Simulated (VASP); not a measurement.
**PtSe2: single point with PBEsol**

System: PtSe2, a slab with vacuum.

```
CELL_PARAMETERS angstrom
3.76072 0.00000 0.00000
0.00000 4.86331 0.00000
0.00000 0.00000 26.94191
ATOMIC_POSITIONS crystal
Se 0.00000 0.26068 0.27838
Se 0.00000 0.73932 0.35897
Se 0.50000 0.26068 0.39926
Se 0.50000 0.73932 0.47985
Se 0.00000 0.26068 0.52015
Se 0.00000 0.73932 0.60074
Se 0.50000 0.26068 0.64103
Se 0.50000 0.73932 0.72162
Pt 0.50000 0.00000 0.31867
Pt 0.00000 0.00000 0.43956
Pt 0.50000 0.00000 0.56044
Pt 0.00000 0.00000 0.68133
```

```
Program             : VASP 6.6.1
Task                : single point
Functional          : PBEsol
Potentials or basis : VASP PAW PBE potentials, release 64 (Se, Pt)
Cutoff              : 520 eV
k mesh              : 9 × 7 × 1
Occupations         : gaussian, width 0.1 eV
Spin                : no spin polarisation
```

```
Largest force          : 1.044 eV/Å
Band gap on the k mesh : zero (bands 44 and 45 overlap by 0.14 eV)
```

Forces in eV/Å, atoms in the order of the input:
```
Se   0.000 -0.762  0.713
Se   0.000 -0.062 -0.705
Se   0.000 -0.199  0.018
Se   0.000 -0.233 -0.585
Se   0.000  0.233  0.585
Se   0.000  0.199 -0.018
Se   0.000  0.062  0.705
Se   0.000  0.762 -0.713
Pt   0.000  0.841  0.142
Pt   0.000  0.252 -0.117
Pt   0.000 -0.252  0.117
Pt   0.000 -0.841 -0.142
```

Levels at points of the mesh, in eV from the Fermi level:
| k point | band 40 | band 41 | band 42 | band 43 | band 44 | band 45 | band 46 | band 47 | band 48 | band 49 |
| --- | --- | --- | --- | --- | --- | --- | --- | --- | --- | --- |
| (0.00, 0.00, 0.00) | -1.00 | -0.82 | -0.78 | -0.40 | 0.09 | 0.42 | 1.11 | 1.34 | 1.62 | 1.74 |

Run time: 18 min on 1 thread of Oxide Virtual Turin-like Processor, on a shared host, peak memory 0.71 GiB.

Caveat: the PAW data sets were made with another functional, which shifts forces and pressure a little; spin-orbit coupling is left out, which moves the levels of the heavy elements.
